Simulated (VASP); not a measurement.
Input of a VASP 6.6.1 run:

Contents of INCAR:

```
SYSTEM = C
PREC = Accurate
ENCUT = 600
EDIFF = 1E-6
ISMEAR = 0
SIGMA = 0.1
LREAL = .False.
LASPH = .True.
NELM = 80
ALGO = Normal
ISIF = 3
LWAVE = .False.
LCHARG = .False.
GGA = PE
IBRION = 2
NSW = 100
EDIFFG = -0.01
```

KPOINTS

```
Automatic mesh
0
Gamma
  34 34 14
  0 0 0
```

File POSCAR:

```
C
1.0
    1.6200017660      0.0000000000      0.0000000000
    0.0000000000      1.6200017660      0.0000000000
    0.0000000000      0.0000000000      4.0678901122
C
1
Direct
    0.5000000000      0.5000000000      0.0000000000
```

Potentials or basis: VASP PAW PBE potentials, release 64 (C).

The run is started by

```bash
$ cat potpaw_PBE.64/C/POTCAR > POTCAR
$ mpirun -np 1 vasp_std > vasp.out
```

Task: Predict the relaxed volume.

Result: 10.01 Å³/atom.

Task: Estimate the space group after relaxing (to 0.1 Å).

Result: P4/mmm (No. 123).

Task: Estimate the relaxed cell.

Result: a = 1.624 Å, b = 1.624 Å, c = 3.792 Å, α = 90.00°, β = 90.00°, γ = 90.00°.

Task: Predict the band gap on the k mesh.

Result: Zero (bands 2 and 3 overlap by 2.54 eV).

Step by step:
```csv
step,energy change (eV),largest force (eV/Å),pressure (GPa),volume (Å³)
1,0.0000,0.0000,1.43,10.68
2,0.0006,0.0000,-2.42,10.82
3,-0.0004,0.0000,-0.11,10.73
4,-0.0004,0.0000,-0.07,10.73
5,-0.0004,0.0000,-0.07,10.72
6,-0.0005,0.0000,-0.07,10.70
7,-0.0006,0.0000,-0.07,10.65
8,-0.0007,0.0000,-0.07,10.56
9,-0.0010,0.0000,-0.05,10.38
10,-0.0012,0.0000,0.05,10.01
```
